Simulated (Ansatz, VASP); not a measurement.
## CuGe4: VASP beside Ansatz

Contents of INCAR:

```
SYSTEM = CuGe4
PREC = Accurate
ENCUT = 520
EDIFF = 1E-7
ISMEAR = 0
SIGMA = 0.1
LREAL = .FALSE.
LASPH = .TRUE.
NELM = 80
ALGO = Normal
ISIF = 2
LWAVE = .FALSE.
LCHARG = .TRUE.
LDIPOL = .TRUE.
IDIPOL = 3
DIPOL = 0.5 0.5 0.328
GGA = PE
IVDW = 12
LELF = .TRUE.
LVHAR = .TRUE.
LVACPOTAV = .TRUE.
NBANDS = 42
```

The input KPOINTS:

```
Automatic mesh
0
G
  9 9 1
  0 0 0
```

Contents of POSCAR:

```
CuGe4
1.0
    4.0303587933      0.0000000000      0.0000000000
   -2.0151793967      3.4903931014      0.0000000000
    0.0000000000      0.0000000000     21.5984134729
Ge Cu
4 1
Direct
    0.3333333333      0.6666666667      0.1851987881
    0.0000000000      0.0000000000      0.2232892499
    0.0000000000      0.0000000000      0.3443139757
    0.6666666667      0.3333333333      0.3795840599
    0.6666666667      0.7777777778      0.5092232115
```

Input for Ansatz:

```yaml
crystal:
  lattice:
    - [4.0303587933, 0.0, 0.0]
    - [-2.0151793967, 3.4903931014, 0.0]
    - [0.0, 0.0, 21.5984134729]
  atoms:
    - { symbol: Ge, position: [0.3333333333, 0.6666666667, 0.1851987881] }
    - { symbol: Ge, position: [0.0, 0.0, 0.2232892499] }
    - { symbol: Ge, position: [0.0, 0.0, 0.3443139757] }
    - { symbol: Ge, position: [0.6666666667, 0.3333333333, 0.3795840599] }
    - { symbol: Cu, position: [0.6666666667, 0.7777777778, 0.5092232115] }
basis:
  ecutwfc: 420
kpoints:
  mp_grid: { grid: [9, 9, 1] }
hamiltonian:
  xc: pbe
  pseudopotentials: { kind: paw, azcp: { folder: soft_1 } }
  dispersion: d3bj
scf:
  occupations: { method: gaussian, width: 0.1 }
output:
  forces: true
  eigenvalues: true
efield:
  axis: 3
  dipole_correction: true
  ramp_width: 0.04
```

Alike in both runs: task single point; functional PBE; dispersion D3(BJ); k mesh 9 × 9 × 1; occupations gaussian, width 0.1 eV; no spin polarisation.

|  | VASP | Ansatz |
| --- | --- | --- |
| version | VASP 6.6.1 | Ansatz 0.2.0 |
| potentials or method | VASP PAW PBE potentials, release 64 (Ge_d, Cu), cutoff 520 eV | scalar-relativistic, plane waves, PAW |
| valence electrons in the cell | 67 | 75 |

|  | VASP | Ansatz | Ansatz less VASP |
| --- | --- | --- | --- |
| gap on the k mesh at the Fermi level (eV) | none | none | - |
| rms of the force components (eV/Å) | 0.313 | 0.313 | +0.0009 |
| work function, face that differs most (eV) | 4.51 | 4.51 | +0.007 |

Atom by atom the forces differ by 0.001 eV/Å (rms over components). A gap of «none» marks a metal or a gap that the smearing closes. VASP's potentials hold 67 valence electrons a cell and Ansatz's 75, so a difference there can come from the potentials and not from the codes.
